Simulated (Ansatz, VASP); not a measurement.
## Two plane-wave programs on SbSe2

```
CELL_PARAMETERS angstrom
0.00000 3.45485 3.45485
3.45485 0.00000 3.45485
3.45485 3.45485 0.00000
ATOMIC_POSITIONS crystal
Sb 0.00000 0.00000 0.00000
Se 0.25000 0.25000 0.25000
Se 0.75000 0.75000 0.75000
```

Change from the starting cell: species swapped into the Al2Au type (Fm-3m, No. 225).

Alike in both runs: functional PBE; k mesh 12 × 12 × 12; occupations gaussian, width 0.1 eV; no spin polarisation.

Ansatz relaxed the structure, and its values are those at the end. VASP's run is a single point on that final structure, the one shown.

|  | VASP | Ansatz |
| --- | --- | --- |
| version | VASP 6.6.1 | Ansatz 0.2.0 |
| potentials or method | VASP PAW PBE potentials, release 64 (Sb, Se), cutoff 520 eV | scalar-relativistic, plane waves, PAW |
| valence electrons in the cell | 17 | 47 |

Ansatz gave:

* gap on the k mesh at the Fermi level (eV): none
* pressure (GPa): 0.0

**Question.** What did VASP give for the same quantities?

**Answer.** gap on the k mesh at the Fermi level (eV): none; pressure (GPa): -0.1.

A gap of «none» marks a metal or a gap that the smearing closes. The functional is the same, so the differences come from potentials, cutoffs and numerics. VASP's potentials hold 17 valence electrons a cell and Ansatz's 47, so a difference there can come from the potentials and not from the codes.

Neither program's run includes spin-orbit coupling.
